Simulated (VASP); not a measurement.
# Cd3Si (P6/mmm) in VASP: further runs, part 2 of 2

VASP 6.6.1.

**5. Single point, PBE**

This run uses another cell than the first one, of 22.63 Å³/atom, 0.797 times its volume.

Contents of INCAR:

```
SYSTEM = Cd3Si
PREC = Accurate
ENCUT = 500
EDIFF = 1E-6
ISMEAR = 0
SIGMA = 0.1
LREAL = .FALSE.
LASPH = .TRUE.
NELM = 120
ALGO = Normal
ISIF = 2
LWAVE = .FALSE.
LCHARG = .FALSE.
GGA = PE
NBANDS = 28
GGA_COMPAT = .FALSE.
```

Contents of KPOINTS:

```
Automatic mesh
0
G
  6 6 4
  0 0 0
```

Contents of POSCAR:

```
Cd3Si
1.0
    4.6263087320      0.0000000000      0.0000000000
   -2.3131543660      4.0065008878      0.0000000000
    0.0000000000      0.0000000000      4.8825887897
Cd Si
3 1
Direct
    0.0000000000      0.0000000000      0.5000000000
    0.3333333333      0.6666666667      0.0000000000
    0.6666666667      0.3333333333      0.0000000000
    0.0000000000      0.0000000000      0.0000000000
```

Potentials or basis: VASP PAW PBE potentials, release 64 (Cd, Si).

Command:

```sh
cat potpaw_PBE.64/Cd/POTCAR potpaw_PBE.64/Si/POTCAR > POTCAR
mpirun -np 1 vasp_std > vasp.out
```

OUTCAR:

```text
SYSTEM = Cd3Si
   PREC = Accurate
   ENCUT = 500
   EDIFF = 1E-6
   ISMEAR = 0
   LREAL = .FALSE.
   LASPH = .TRUE.
   NELM = 120
   ISIF = 2
   GGA = PE

 ion  position               nearest neighbor table
   1  0.000  0.000  0.500-   4 2.44   4 2.44   2 3.62   2 3.62   3 3.62   3 3.62   3 3.62   3 3.62
                             2 3.62   2 3.62   3 3.62   3 3.62   2 3.62   2 3.62
   2  0.333  0.667  0.000-   3 2.67   4 2.67   3 2.67   4 2.67   4 2.67   3 2.67   1 3.62   1 3.62
                             1 3.62   1 3.62   1 3.62   1 3.62
   3  0.667  0.333  0.000-   2 2.67   4 2.67   2 2.67   4 2.67   4 2.67   2 2.67   1 3.62   1 3.62
                             1 3.62   1 3.62   1 3.62   1 3.62
[... 850 lines left out ...]
  -------------------------------------------------------------------------------------
  Total        9.2361729      9.2361729      6.8450648      0.0000000      0.0000000      0.0000000
  in kB      163.5131305    163.5131305    121.1820066      0.0000000      0.0000000      0.0000000
  external PRESSURE =     149.4027559 kB  Pullay stress =       0.0000000 kB

 VOLUME and BASIS-vectors are now :
 -----------------------------------------------------------------------------
  energy-cutoff  :      500.00
  volume of cell :       90.50
      direct lattice vectors                 reciprocal lattice vectors
     4.626308732  0.000000000  0.000000000     0.216155051  0.124797177  0.000000000
    -2.313154366  4.006500888  0.000000000     0.000000000  0.249594354  0.000000000
     0.000000000  0.000000000  4.882588790     0.000000000  0.000000000  0.204809384

 POSITION                                       TOTAL-FORCE (eV/Angst)
 -----------------------------------------------------------------------------------
      0.00000      0.00000      2.44129         0.000000      0.000000     -0.000000
     -0.00000      2.67100      0.00000        -0.000000     -0.000000     -0.000000
      2.31315      1.33550      0.00000        -0.000000      0.000000      0.000000
      0.00000      0.00000      0.00000         0.000000      0.000000     -0.000000
 -----------------------------------------------------------------------------------
    total drift:                                0.000000      0.000000      0.000000

  FREE ENERGIE OF THE ION-ELECTRON SYSTEM (eV)
  ---------------------------------------------------
  free  energy   TOTEN  =        -5.3089481919 eV

  energy  without entropy=       -5.2957201874  energy(sigma->0) =       -5.30233419
```

stdout:

```text
POSCAR found type information on POSCAR CdSi
 POSCAR found :  2 types and       4 ions
 scaLAPACK will be used
 LDA part: xc-table for (Slater+PW92), standard interpolation
 POSCAR, INCAR and KPOINTS ok, starting setup
 FFT: planning ... GRIDC
 FFT: planning ... GRID_SOFT
 FFT: planning ... GRID
 WAVECAR not read
 entering main loop
```

Run time: 38 s. Hardware: 1 thread of Intel Xeon Platinum 8259CL at 2.50GHz (Skylake/Cascade Lake), shared host; peak memory 0.22 GiB.

What came out:

```
Free energy            : -5.3089 eV
Pressure               : 14.9 GPa
Band gap on the k mesh : zero (band 20 reaches 4.21 eV, above the bottom of band 21 at 2.66 eV)
```

Levels at points of the mesh, in eV from the Fermi level:
```
           k point  band 18  band 19  band 20  band 21  band 22  band 23
(0.00, 0.00, 0.00)    -1.24    -0.62    -0.62    -0.55     1.16     1.16
(0.50, 0.00, 0.00)    -3.38    -2.03    -0.92     0.19     1.91     2.53
(0.00, 0.00, 0.50)    -1.08     0.12     0.12     1.32     1.32     3.25
(0.50, 0.00, 0.50)    -4.15    -2.73    -1.63    -0.55     2.64     3.01
```

**6. Single point, PBE**

This run uses another cell than the first one, of 28.80 Å³/atom, 1.015 times its volume.

Contents of INCAR:

```
SYSTEM = Cd3Si
ALGO     = Normal         ! electronic algorithm
EDIFF    = 1E-6           ! SCF threshold, eV
ENCUT    = 500            ! plane-wave cutoff, eV
GGA      = PE             ! functional
GGA_COMPAT= .False.      
ISIF     = 2              ! what is computed and relaxed
ISMEAR   = 0              ! smearing method
LASPH    = .True.         ! aspherical terms in the spheres
LCHARG   = .False.        ! write CHGCAR
LREAL    = .False.        ! projectors in reciprocal space
LWAVE    = .False.        ! write WAVECAR
NBANDS   = 28             ! bands
NELM     = 120            ! most SCF steps
PREC     = Accurate       ! precision mode
SIGMA    = 0.1            ! smearing width, eV
```

Contents of KPOINTS:

```
k-points
0
Gamma
  12 12 10
  0 0 0
```

Contents of POSCAR:

```
Cd3Si
1.0
    5.0738231437      0.0000000000      0.0000000000
   -2.5369115718      4.3940597368      0.0000000000
    0.0000000000      0.0000000000      5.1672925730
Cd Si
3 1
Direct
    0.0000000000      0.0000000000      0.5000000000
    0.3333333333      0.6666666667      0.0000000000
    0.6666666667      0.3333333333      0.0000000000
    0.0000000000      0.0000000000      0.0000000000
```

Potentials or basis: VASP PAW PBE potentials, release 64 (Cd, Si).

Command:

```sh
cat potpaw_PBE.64/Cd/POTCAR potpaw_PBE.64/Si/POTCAR > POTCAR
mpirun -np 1 vasp_std > vasp.out
```

Run time: 4.4 min. Hardware: 1 thread of Intel Xeon Platinum 8259CL at 2.50GHz (Skylake/Cascade Lake), shared host; peak memory 0.43 GiB.

It converged, with:

* Free energy: -6.1307 eV
* Pressure: 0.2 GPa
* Band gap on the k mesh: zero (band 20 reaches 2.93 eV, above the bottom of band 21 at 0.86 eV)

Levels at points of the mesh, in eV from the Fermi level:
| k point | band 16 | band 17 | band 18 | band 19 | band 20 | band 21 | band 22 | band 23 | band 24 | band 25 |
| --- | --- | --- | --- | --- | --- | --- | --- | --- | --- | --- |
| (0.00, 0.00, 0.00) | -7.94 | -2.57 | -1.85 | -0.97 | -0.76 | -0.76 | 1.25 | 1.25 | 2.10 | 3.64 |
| (0.50, 0.00, 0.00) | -7.19 | -5.36 | -2.56 | -1.77 | -1.32 | -0.35 | 2.12 | 2.57 | 4.42 | 4.59 |
| (0.00, 0.00, 0.50) | -8.00 | -4.96 | -1.83 | -0.19 | -0.19 | 1.43 | 1.43 | 2.46 | 2.56 | 3.10 |
| (0.50, 0.00, 0.50) | -7.45 | -4.82 | -3.97 | -2.06 | -1.08 | -0.92 | 2.42 | 2.73 | 4.59 | 5.64 |

**7. Summary**

| task | cell | k mesh | gap on the mesh (eV) | pressure (GPa) | relaxed volume (Å³/atom) |
| --- | --- | --- | --- | --- | --- |
| relaxation of cell and atoms | relaxed from a = 4.989, b = 4.989, c = 5.266 Å, angles 90.0, 90.0, 120.0°, 4 atoms | 12 × 12 × 10 | none | 0.0 | 28.99 |
| single point | a = 4.989, b = 4.989, c = 5.266 Å, angles 90.0, 90.0, 120.0°, 4 atoms | 6 × 6 × 4 | none | 0.3 | - |
| relaxation of cell and atoms | relaxed from a = 4.626, b = 4.626, c = 4.883 Å, angles 90.0, 90.0, 120.0°, 4 atoms | 6 × 6 × 4 | none | 0.0 | 28.42 |
| single point | a = 4.626, b = 4.626, c = 4.883 Å, angles 90.0, 90.0, 120.0°, 4 atoms | 6 × 6 × 4 | none | 14.9 | - |
| single point | a = 5.074, b = 5.074, c = 5.167 Å, angles 90.0, 90.0, 120.0°, 4 atoms | 12 × 12 × 10 | none | 0.2 | - |

Alike in all rows: level PBE; potentials or basis VASP PAW PBE potentials, release 64 (Cd, Si); no spin polarisation; cutoff (eV) 500; smearing gaussian 0.1 eV.

Caveats: the volume moved by over 15 % at a fixed basis, so the end points are rough (some runs).

Absolute energies hang on the potentials; compare differences alone.
